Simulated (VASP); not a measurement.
Here is a VASP 6.6.1 calculation.

Contents of INCAR:

```
SYSTEM = Sn
ALGO = Normal
EDIFF = 1E-6
EDIFFG = -0.005
ENCUT = 600
GGA = PS
IBRION = 2
ISIF = 3
ISMEAR = -1
LASPH = .True.
LCHARG = .False.
LREAL = .False.
LWAVE = .False.
NELM = 80
NSW = 60
PREC = Accurate
PSTRESS = 230.0
SIGMA = 0.05
```

Contents of KPOINTS:

```
k-points
0
Gamma
  15 15 15
  0 0 0
```

POSCAR

```
Sn
1.0
   -1.7292880193      1.7292880193      1.7292880193
    1.7292880193     -1.7292880193      1.7292880193
    1.7292880193      1.7292880193     -1.7292880193
Sn
1
Direct
    0.0000000000      0.0000000000      0.0000000000
```

Potentials or basis: VASP PAW PBE potentials, release 64 (Sn_d).

Command:

```bash
$ cat potpaw_PBE.64/Sn_d/POTCAR > POTCAR
$ mpirun -np 1 vasp_std > vasp.out
```

(1) Predict the space group after relaxing (to 0.05 Å).

(2) What does it give for the band gap on the k mesh?

## Answers

(1) Im-3m (No. 229).

(2) zero (band 7 reaches 22.58 eV, above the bottom of band 8 at 8.26 eV).

Caveat: the cell is relaxed towards a set pressure, so the enthalpy falls and the energy may rise; spin-orbit coupling is left out, which moves the levels of the heavy elements.
